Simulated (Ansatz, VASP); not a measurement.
## Si: VASP beside Ansatz

```
Si
1.0
     3.81951    0.00000    0.00000
     0.00000    3.81951    0.00000
     0.00000    0.00000   21.06453
Si
5
Cartesian
  0.0000 1.9098 4.0000
  0.0000 0.0000 5.3504
  1.9098 0.0000 6.7466
  1.9098 1.9098 8.0645
  2.8646 2.8646 10.4345
```

Alike in both runs: task single point; functional LDA; k mesh 7 × 7 × 1; occupations gaussian, width 0.05 eV; collinear spin.

|  | VASP | Ansatz |
| --- | --- | --- |
| version | VASP 6.6.1 | Ansatz 0.2.0 |
| potentials or method | VASP PAW LDA potentials, release 64 (Si), cutoff 520 eV | scalar-relativistic, plane waves, PAW |
| valence electrons in the cell | 20 | 20 |

Ansatz gave:

| Quantity | Value |
| --- | --- |
| gap on the k mesh at the Fermi level (eV) | none |
| rms of the force components (eV/Å) | 0.672 |
| net moment per atom (μB) | 0.00 |

Q: Estimate VASP's values.

A: gap on the k mesh at the Fermi level (eV): none; rms of the force components (eV/Å): 0.673; net moment per atom (μB): 0.00.

Ansatz warns that its potentials were made for another functional, while VASP's fit it. LDA's correlation is that of Perdew and Zunger in VASP and of Perdew and Wang (1992) in Ansatz. Atom by atom the forces differ by 0.002 eV/Å (rms over components). A gap of «none» marks a metal or a gap that the smearing closes. Ansatz's warnings: seeded moment not kept.
